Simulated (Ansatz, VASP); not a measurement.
**One calculation of AlNi3, two programs**

```
Al Ni
1.0
     2.55051    0.00000    0.00000
    -1.27526    2.20881    0.00000
     0.00000    0.00000    8.12344
Al Ni
1 3
Cartesian
  0.0000 1.4725 0.0000
  0.0000 1.4725 4.0617
  1.2753 0.7363 2.0309
  1.2753 0.7363 6.0926
```

Alike in both runs: task relaxation of cell and atoms; functional PBE; k mesh 6 × 6 × 2; occupations gaussian, width 0.1 eV; collinear spin.

|  | VASP | Ansatz |
| --- | --- | --- |
| version | VASP 6.6.1 | Ansatz 0.2.0 |
| potentials or method | VASP PAW PBE potentials, release 64 (Al, Ni), cutoff 600 eV | scalar-relativistic, plane waves, PAW |
| valence electrons in the cell | 33 | 57 |

|  | VASP | Ansatz | Ansatz less VASP |
| --- | --- | --- | --- |
| gap on the k mesh at the Fermi level, each at its own relaxed structure (eV) | none | none | - |
| net moment per atom (μB) | 0.09 | 0.07 | -0.022 |
| size of the moment on the site where the two differ most (μB) | 0.25 | 0.21 | -0.035 |
| relaxed volume (Å³/atom) | 11.64 | 11.64 | -0.002 |
| relaxed cell length with the largest relative difference (Å) | 7.862 | 7.865 | +0.0029 |

Site moments also hang on the region over which each program counts them. A gap of «none» marks a metal or a gap that the smearing closes. VASP's potentials hold 33 valence electrons a cell and Ansatz's 57, so a difference there can come from the potentials and not from the codes. Ansatz's warnings: seeded moment not kept.

The k mesh is coarse, so the values compare programs but aren't converged.
